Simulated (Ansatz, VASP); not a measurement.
# Two plane-wave programs on Cd2TeI2

```xyz
5
Lattice="4.0155 0.0000 0.0000 0.0000 4.0155 0.0000 0.0000 0.0000 13.1468" Properties=species:S:1:pos:R:3 pbc="T T T"
Cd    2.0078    2.0078    0.0000
Cd    2.0078    2.0078    6.5734
Te    0.0000    0.0000    0.0000
I     0.0000    0.0000    4.7518
I     0.0000    0.0000    8.3951
```

Alike in both runs: functional PBE; k mesh 10 × 10 × 4; occupations gaussian, width 0.1 eV; no spin polarisation.

Ansatz relaxed the structure, and its values are those at the end. VASP's run is a single point on that final structure, the one shown.

```csv
,VASP,Ansatz
version,VASP 6.6.1,Ansatz 0.2.0
potentials or method,"VASP PAW PBE potentials, release 64 (Cd, Te, I), cutoff 520 eV","scalar-relativistic, plane waves, PAW"
valence electrons in the cell,44,90
```

```csv
,VASP,Ansatz,Ansatz less VASP
gap on the k mesh at the Fermi level (eV),none,none,-
pressure (GPa),0.1,0.0,-0.09
```

A gap of «none» marks a metal or a gap that the smearing closes. The functional is the same, so the differences come from potentials, cutoffs and numerics. VASP's potentials hold 44 valence electrons a cell and Ansatz's 90, so a difference there can come from the potentials and not from the codes.

Spin-orbit coupling is off throughout.
